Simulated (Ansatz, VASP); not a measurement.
One calculation of Sr, two programs

The input INCAR:

```
SYSTEM = Sr
  PREC = Accurate
  ENCUT = 520
  EDIFF = 1E-8
  ISMEAR = -1
  SIGMA = 0.08
  LREAL = .False.
  LASPH = .True.
  NELM = 60
  ALGO = Normal
  ISIF = 2
  LWAVE = .False.
  LCHARG = .False.
  GGA = CA
  LEFG = .True.
  NBANDS = 17
```

KPOINTS

```
regular mesh
0
Gamma
  10 10 5
  0 0 0
```

The input POSCAR:

```
Sr
1.0
    4.2955853966      0.0000000000      0.0000000000
   -2.1477926983      3.7200860775      0.0000000000
    0.0000000000      0.0000000000      7.0264212286
Sr
2
Direct
    0.3333333333      0.6666666667      0.2500000000
    0.6666666667      0.3333333333      0.7500000000
```

Input for Ansatz:

```yaml
crystal:
  lattice:
    - [4.2955853966, 0.0, 0.0]
    - [-2.1477926983, 3.7200860775, 0.0]
    - [0.0, 0.0, 7.0264212286]
  atoms:
    - { symbol: Sr, position: [0.3333333333, 0.6666666667, 0.25] }
    - { symbol: Sr, position: [0.6666666667, 0.3333333333, 0.75] }
kpoints:
  mp_grid: { grid: [10, 10, 5] }
scf:
  occupations: { method: fermi_dirac, width: 0.08 }
hamiltonian:
  xc: lda
  pseudopotentials: { kind: paw }
output:
  forces: true
  stress: true
  eigenvalues: true
  efg: { contact_densities: true }
```

Change from the starting cell: volume scaled by 0.99, PAW files.

Alike in both runs: task electric field gradients; functional LDA; k mesh 10 × 10 × 5; occupations fermi-dirac, width 0.08 eV; no spin polarisation.

|  | VASP | Ansatz |
| --- | --- | --- |
| version | VASP 6.6.1 | Ansatz 0.2.0 |
| potentials or method | VASP PAW LDA potentials, release 64 (Sr_sv) | PAW with Ansatz's default frozen-core files, scalar-relativistic |
| plane-wave cutoff (eV) | 520 | 420 |
| valence electrons in the cell | 20 | 20 |

Ansatz gave:

* pressure (GPa): -1.5
* size of Vzz on the site where it differs most (V/Å²): 2.7

Problem. What did VASP give for the same quantities?

Solution. Pressure (GPa): -1.5; size of Vzz on the site where it differs most (V/Å²): 2.5.

LDA's correlation is that of Perdew and Zunger in VASP and of Perdew and Wang (1992) in Ansatz.
